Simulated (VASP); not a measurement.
# AlNi3 (P6_3/mmc) in VASP: further runs

AlNi3 is run at these levels: PBE; tasks: single point, relaxation of cell and atoms.

Everything below comes from runs of VASP 6.6.1. Logs are shortened: lines on timing, memory, paths and dates and some standing lists are left out, and cuts for length are marked.

### 1 The cell of the first run

It takes space group P6_3/mmc (No. 194, hexagonal). Conventional cell: a = 5.009 Å, b = 5.009 Å, c = 4.040 Å, α = 90.00°, β = 90.00°, γ = 120.00°. Al (site symmetry -6m2) has 12 Ni at 2.50 Å within 3.3 Å. Ni (site symmetry mm2) has 8 Ni at 2.47 to 2.54 Å and 4 Al at 2.50 Å within 3.3 Å.

### 2 Single point, PBE, collinear spin, ferromagnetic start

INCAR reads:

```
SYSTEM = AlNi3
  PREC = Accurate
  ENCUT = 520
  EDIFF = 1E-6
  ISMEAR = 0
  SIGMA = 0.1
  LREAL = .FALSE.
  LASPH = .TRUE.
  NELM = 150
  ALGO = Fast
  ISIF = 2
  LWAVE = .FALSE.
  LCHARG = .TRUE.
  ISPIN = 2
  MAGMOM = 0 0 2 2 2 2 2 2
  LORBIT = 11
  LMAXMIX = 4
  GGA = PE
  LELF = .TRUE.
  LVHAR = .TRUE.
  NBANDS = 47
```

KPOINTS reads:

```
regular mesh
0
G
  6 6 4
  0 0 0
```

POSCAR reads:

```
AlNi3
1.0
    5.0091156652      0.0000000000      0.0000000000
   -2.5045578326      4.3380214166      0.0000000000
    0.0000000000      0.0000000000      4.0402563800
Al Ni
2 6
Direct
    0.6666666700      0.3333333300      0.2500000000
    0.3333333300      0.6666666700      0.7500000000
    0.3285200000      0.1642600000      0.7500000000
    0.8357400000      0.1642600000      0.7500000000
    0.8357400000      0.6714800000      0.7500000000
    0.6714800000      0.8357400000      0.2500000000
    0.1642600000      0.8357400000      0.2500000000
    0.1642600000      0.3285200000      0.2500000000
```

Potentials or basis: VASP PAW PBE potentials, release 64 (Al, Ni).

Run with:

```
> cat potpaw_PBE.64/Al/POTCAR potpaw_PBE.64/Ni/POTCAR > POTCAR
> mpirun -np 1 vasp_std > vasp.out
```

OUTCAR:

```text
SYSTEM = AlNi3
   PREC = Accurate
   ENCUT = 520
   EDIFF = 1E-6
   ISMEAR = 0
   LREAL = .FALSE.
   LASPH = .TRUE.
   NELM = 150
   ISIF = 2
   ISPIN = 2
   LORBIT = 11
   GGA = PE

 ion  position               nearest neighbor table
   1  0.667  0.333  0.250-   4 2.50   4 2.50   3 2.50   3 2.50   5 2.50   5 2.50   8 2.50   6 2.50
                             7 2.50   7 2.50   8 2.50   6 2.50
   2  0.333  0.667  0.750-   7 2.50   7 2.50   6 2.50   6 2.50   8 2.50   8 2.50   5 2.50   3 2.50
                             4 2.50   4 2.50   5 2.50   3 2.50
   3  0.329  0.164  0.750-   4 2.47   5 2.47   8 2.47   8 2.47   7 2.47   7 2.47   1 2.50   1 2.50
                             2 2.50   2 2.50   4 2.54   5 2.54
   4  0.836  0.164  0.750-   3 2.47   5 2.47   8 2.47   8 2.47   6 2.47   6 2.47   1 2.50   1 2.50
                             2 2.50   2 2.50   3 2.54   5 2.54
   5  0.836  0.671  0.750-   3 2.47   4 2.47   6 2.47   7 2.47   6 2.47   7 2.47   1 2.50   1 2.50
                             2 2.50   2 2.50   4 2.54   3 2.54
   6  0.671  0.836  0.250-   7 2.47   8 2.47   5 2.47   5 2.47   4 2.47   4 2.47   2 2.50   2 2.50
                             1 2.50   1 2.50   7 2.54   8 2.54
   7  0.164  0.836  0.250-   6 2.47   8 2.47   5 2.47   5 2.47   3 2.47   3 2.47   2 2.50   2 2.50
                             1 2.50   1 2.50   6 2.54   8 2.54
   8  0.164  0.329  0.250-   6 2.47   7 2.47   3 2.47   4 2.47   3 2.47   4 2.47   2 2.50   2 2.50
                             1 2.50   1 2.50   7 2.54   6 2.54

  LATTYP: Found a hexagonal cell.
 ALAT       =     5.0091156652
 C/A-ratio  =     0.8065807719

  Lattice vectors:

 A1 = (   5.0091156652,   0.0000000000,   0.0000000000)
 A2 = (  -2.5045578326,   4.3380214166,   0.0000000000)
 A3 = (   0.0000000000,   0.0000000000,   4.0402563800)

Analysis of symmetry for initial positions (statically):
=====================================================================
 Subroutine PRICEL returns:
 Original cell was already a primitive cell.

 Routine SETGRP: Setting up the symmetry group for a
 hexagonal supercell.

 Subroutine GETGRP returns: Found 24 space group operations
 (whereof 12 operations were pure point group operations)
 out of a pool of 24 trial point group operations.

The static configuration has the point symmetry D_3d.
 The point group associated with its full space group is D_6h.

Analysis of symmetry for dynamics (positions and initial velocities):
=====================================================================
 Subroutine PRICEL returns:
 Original cell was already a primitive cell.

 Routine SETGRP: Setting up the symmetry group for a
 hexagonal supercell.

 Subroutine GETGRP returns: Found 24 space group operations
 (whereof 12 operations were pure point group operations)
 out of a pool of 24 trial point group operations.

The dynamic configuration has the point symmetry D_3d.
 The point group associated with its full space group is D_6h.

[... 176 lines left out ...]
 cond. band min:       9.9242706304   @ k =   0.1667   0.0000   0.0000
 fundamental gap:      0.0131893218
 Fermi energy:         9.9179852701

 spin component 1

 k-point     1 :       0.0000    0.0000    0.0000
  band No.  band energies     occupation
      1      -0.2489      1.00000
      2       4.3546      1.00000
      3       5.7945      1.00000
      4       5.7945      1.00000
      5       5.9496      1.00000
      6       5.9672      1.00000
[... 997 lines left out ...]
     44      20.4471      0.00000
     45      21.0006      0.00000
 Fermi energy:         9.9179852701

 spin component 2

 k-point     1 :       0.0000    0.0000    0.0000
  band No.  band energies     occupation
      1      -0.2615      1.00000
      2       4.3786      1.00000
      3       5.8851      1.00000
      4       5.8851      1.00000
      5       6.0260      1.00000
      6       6.0968      1.00000
[... 997 lines left out ...]
     44      20.4476      0.00000
     45      21.0073      0.00000
 [bands above 45 left out]

------------------------ aborting loop because EDIFF is reached ----------------------------------------

  FORCE on cell =-STRESS in cart. coord.  units (eV):
  Direction    XX          YY          ZZ          XY          YZ          ZX
  --------------------------------------------------------------------------------------
  -------------------------------------------------------------------------------------
  Total        3.8863370      3.8863370      3.5419896      0.0000000      0.0000000      0.0000000
  in kB       70.9233703     70.9233703     64.6392322      0.0000000      0.0000000      0.0000000
  external PRESSURE =      68.8286576 kB  Pullay stress =       0.0000000 kB

 VOLUME and BASIS-vectors are now :
 -----------------------------------------------------------------------------
  energy-cutoff  :      520.00
  volume of cell :       87.79
      direct lattice vectors                 reciprocal lattice vectors
     5.009115665  0.000000000  0.000000000     0.199636037  0.115259920  0.000000000
    -2.504557833  4.338021417  0.000000000     0.000000000  0.230519839  0.000000000
     0.000000000  0.000000000  4.040256380     0.000000000  0.000000000  0.247509045

 POSITION                                       TOTAL-FORCE (eV/Angst)
 -----------------------------------------------------------------------------------
      2.50456      1.44601      1.01006        -0.000000     -0.000000      0.000000
     -0.00000      2.89201      3.03019         0.000000      0.000000      0.000000
      1.23420      0.71256      3.03019         0.104599      0.060390      0.000000
      3.77492      0.71256      3.03019        -0.104599      0.060390      0.000000
      2.50456      2.91289      3.03019        -0.000000     -0.120780      0.000000
      1.27036      3.62546      1.01006        -0.104599     -0.060390     -0.000000
     -1.27036      3.62546      1.01006         0.104599     -0.060390      0.000000
      0.00000      1.42513      1.01006         0.000000      0.120780     -0.000000
 -----------------------------------------------------------------------------------
    total drift:                               -0.000000      0.000000      0.000000

  FREE ENERGIE OF THE ION-ELECTRON SYSTEM (eV)
  ---------------------------------------------------
  free  energy   TOTEN  =       -43.6539955361 eV

  energy  without entropy=      -43.6075182285  energy(sigma->0) =      -43.63075688

 total charge

# of ion       s       p       d       tot
------------------------------------------
    1        0.405   0.412   0.000   0.816
    2        0.405   0.412   0.000   0.816
    3        0.501   0.540   8.404   9.445
    4        0.501   0.540   8.404   9.445
    5        0.501   0.540   8.404   9.445
    6        0.501   0.540   8.404   9.445
    7        0.501   0.540   8.404   9.445
    8        0.501   0.540   8.404   9.445
--------------------------------------------------
tot          3.815   4.062  50.425  58.302

 magnetization (x)

# of ion       s       p       d       tot
------------------------------------------
    1       -0.001  -0.004   0.000  -0.005
    2       -0.001  -0.004   0.000  -0.005
    3       -0.001  -0.004   0.184   0.178
    4       -0.001  -0.004   0.184   0.178
    5       -0.001  -0.004   0.184   0.178
    6       -0.001  -0.004   0.184   0.178
    7       -0.001  -0.004   0.184   0.178
    8       -0.001  -0.004   0.184   0.178
--------------------------------------------------
tot         -0.009  -0.034   1.102   1.060
```

OSZICAR:

```text
N       E                     dE             d eps       ncg     rms          rms(c)
DAV:   1     0.475168363326E+03    0.47517E+03   -0.28208E+04  3948   0.187E+03
DAV:   2    -0.846653857931E+01   -0.48363E+03   -0.45617E+03  3948   0.375E+02
DAV:   3    -0.488994913879E+02   -0.40433E+02   -0.37448E+02  4256   0.136E+02
DAV:   4    -0.497788197514E+02   -0.87933E+00   -0.87629E+00  4428   0.215E+01
DAV:   5    -0.498034240104E+02   -0.24604E-01   -0.24602E-01  5467   0.271E+00    0.317E+01
RMM:   6    -0.522792789436E+02   -0.24759E+01   -0.91255E+01  4285   0.804E+01    0.315E+01
RMM:   7    -0.437177436658E+02    0.85615E+01   -0.27450E+01  4008   0.467E+01    0.461E+00
RMM:   8    -0.436874435480E+02    0.30300E-01   -0.22450E-01  4255   0.243E+00    0.151E+00
RMM:   9    -0.436628318032E+02    0.24612E-01   -0.41269E-02  4343   0.105E+00    0.104E+00
RMM:  10    -0.436549356414E+02    0.78962E-02   -0.12479E-02  4644   0.571E-01    0.348E-01
RMM:  11    -0.436539465538E+02    0.98909E-03   -0.41716E-03  4915   0.300E-01    0.173E-01
RMM:  12    -0.436539922293E+02   -0.45676E-04   -0.89568E-04  5267   0.148E-01    0.106E-01
RMM:  13    -0.436539891463E+02    0.30830E-05   -0.16545E-04  5497   0.584E-02    0.330E-02
RMM:  14    -0.436539948764E+02   -0.57301E-05   -0.26580E-05  4876   0.245E-02    0.122E-02
RMM:  15    -0.436539955361E+02   -0.65968E-06   -0.51413E-06  3437   0.112E-02
   1 F= -.43653996E+02 E0= -.43630757E+02  d E =-.464773E-01  mag=     1.0193
```

stdout:

```text
POSCAR found type information on POSCAR AlNi
 POSCAR found :  2 types and       8 ions
 scaLAPACK will be used
 LDA part: xc-table for (Slater+PW92), standard interpolation
 POSCAR, INCAR and KPOINTS ok, starting setup
 FFT: planning ... GRIDC
 FFT: planning ... GRID_SOFT
 FFT: planning ... GRID
 WAVECAR not read
 entering main loop
```

Run time: 4 min. Hardware: 1 thread of Intel Xeon 8259CL, shared host; peak memory 0.32 GiB.

What came out:

| Property | Result |
| --- | --- |
| Free energy | -43.6540 eV |
| Pressure | 6.9 GPa |
| Largest force | 0.121 eV/Å |
| Net moment | 1.02 μB per cell |
| Site moments | Al -0.01; Ni +0.18 μB |
| Valence electrons inside the program's atomic spheres | Al 0.82; Ni 9.45 |

Forces on the atoms (eV/Å):
```
Al   0.000  0.000  0.000
Al   0.000  0.000  0.000
Ni   0.105  0.060  0.000
Ni  -0.105  0.060  0.000
Ni   0.000 -0.121  0.000
Ni  -0.105 -0.060  0.000
Ni   0.105 -0.060  0.000
Ni   0.000  0.121  0.000
```

Caveat: the k points lie up to 0.39 Å⁻¹ apart.

### 3 Single point, PBE, collinear spin, ferromagnetic start

This run uses another cell than the first one, of 11.35 Å³/atom.

INCAR reads:

```
ALGO     = Normal         # electronic algorithm
EDIFF    = 1E-7           # SCF threshold, eV
ENCUT    = 520            # plane-wave cutoff, eV
GGA      = PE             # functional
ISIF     = 2              # what is computed and relaxed
ISMEAR   = 0              # smearing method
ISPIN    = 2              # spin polarisation
LASPH    = True           # aspherical terms in the spheres
LCHARG   = False          # write CHGCAR
LMAXMIX  = 4              # l up to which the mixer works
LORBIT   = 11             # projections on sites
LREAL    = False          # projectors in reciprocal space
LWAVE    = False          # write WAVECAR
MAGMOM   = 0 0 0.21 0.21 0.21 0.21 0.21 0.21 # initial moments
NBANDS   = 47             # bands
NELM     = 150            # most SCF steps
PREC     = Accurate       # precision mode
SIGMA    = 0.1            # smearing width, eV
```

KPOINTS reads:

```
k-points
0
Gamma
  6 6 4
```

POSCAR reads:

```
AlNi3
1.0
    5.0698410164      0.0000000000      0.0000000000
   -2.5349205082      4.3906111133      0.0000000000
    0.0000000000      0.0000000000      4.0795746525
Al Ni
2 6
Direct
    0.6666666667      0.3333333333      0.2500000000
    0.3333333333      0.6666666667      0.7500000000
    0.3294813808      0.1647406904      0.7500000000
    0.8352593096      0.1647406904      0.7500000000
    0.8352593096      0.6705186192      0.7500000000
    0.6705186192      0.8352593096      0.2500000000
    0.1647406904      0.8352593096      0.2500000000
    0.1647406904      0.3294813808      0.2500000000
```

Potentials or basis: VASP PAW PBE potentials, release 64 (Al, Ni).

Run with:

```
> cat potpaw_PBE.64/Al/POTCAR potpaw_PBE.64/Ni/POTCAR > POTCAR
> mpirun -np 1 vasp_std > vasp.out
```

Run time: 3.8 min. Hardware: 1 thread of Intel Xeon 8259CL, shared host; peak memory 0.31 GiB.

The run converged. Its results:

| Item | Value |
| --- | --- |
| Free energy | -43.7205 eV |
| Pressure | 0.2 GPa |
| Largest force | 0.015 eV/Å |
| Net moment | 1.03 μB per cell |
| Site moments | Al -0.01; Ni +0.18 μB |
| Valence electrons inside the program's atomic spheres | Al 0.80; Ni 9.38 |

Forces in eV/Å, atoms in the order of the input:
```
Al   0.000  0.000  0.000
Al   0.000  0.000  0.000
Ni   0.013  0.008  0.000
Ni  -0.013  0.008  0.000
Ni   0.000 -0.015  0.000
Ni  -0.013 -0.008  0.000
Ni   0.013 -0.008  0.000
Ni   0.000  0.015  0.000
```

Stress tensor (GPa, compression positive):
```
0.28 0.00 0.00
0.00 0.28 0.00
0.00 0.00 0.08
```

Levels at points of the mesh, in eV from the Fermi level:
Spin up:
| k point | band 30 | band 31 | band 32 | band 33 | band 34 | band 35 | band 36 | band 37 |
| --- | --- | --- | --- | --- | --- | --- | --- | --- |
| (0.00, 0.00, 0.00) | -0.25 | -0.23 | -0.16 | -0.10 | 0.62 | 0.62 | 0.96 | 1.88 |
| (0.50, 0.00, 0.00) | -0.79 | -0.65 | -0.26 | -0.25 | 0.71 | 2.15 | 2.87 | 3.80 |
| (0.00, 0.00, 0.50) | -0.69 | -0.16 | -0.16 | 0.30 | 0.30 | 0.30 | 0.30 | 0.51 |
| (0.50, 0.00, 0.50) | -0.72 | -0.41 | -0.41 | -0.32 | -0.32 | 0.85 | 0.85 | 1.22 |
Spin down:
```csv
k point,band 30,band 31,band 32,band 33,band 34,band 35
"(0.00, 0.00, 0.00)",-0.20,0.01,0.13,0.14,0.83,0.83
"(0.50, 0.00, 0.00)",-0.63,-0.54,-0.01,0.03,0.92,2.20
"(0.00, 0.00, 0.50)",-0.54,0.09,0.09,0.46,0.46,0.46
"(0.50, 0.00, 0.50)",-0.57,-0.22,-0.22,-0.06,-0.06,0.97
```

Caveat: the k points lie up to 0.39 Å⁻¹ apart.

(Continued in part 2 of 2.)
